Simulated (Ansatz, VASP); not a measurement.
**One calculation of K, two programs**

```
K
1.0
     2.43796   -4.04761    0.00000
     2.43796    4.04761    0.00000
     0.00000    0.00000    7.81180
K
2
Direct
  0.82061 0.17939 0.25000
  0.17939 0.82061 0.75000
```

Alike in both runs: task single point; functional PBEsol; k mesh 4 × 4 × 4; occupations gaussian, width 0.1 eV; no spin polarisation.

```csv
,VASP,Ansatz
version,VASP 6.6.1,Ansatz 0.2.0
potentials or method,"VASP PAW PBE potentials, release 64 (K_sv), cutoff 520 eV","scalar-relativistic, plane waves, PAW"
valence electrons in the cell,18,18
```

```csv
,VASP,Ansatz,Ansatz less VASP
gap on the k mesh at the Fermi level (eV),none,none,-
pressure (GPa),-0.2,-0.2,+0.01
"traceless stress, the component that is largest in VASP (GPa)",-0.10,-0.10,0.000
```

VASP's potentials were made for PBE, not for PBEsol. A gap of «none» marks a metal or a gap that the smearing closes.

The k mesh is coarse, so the values compare programs but aren't converged.
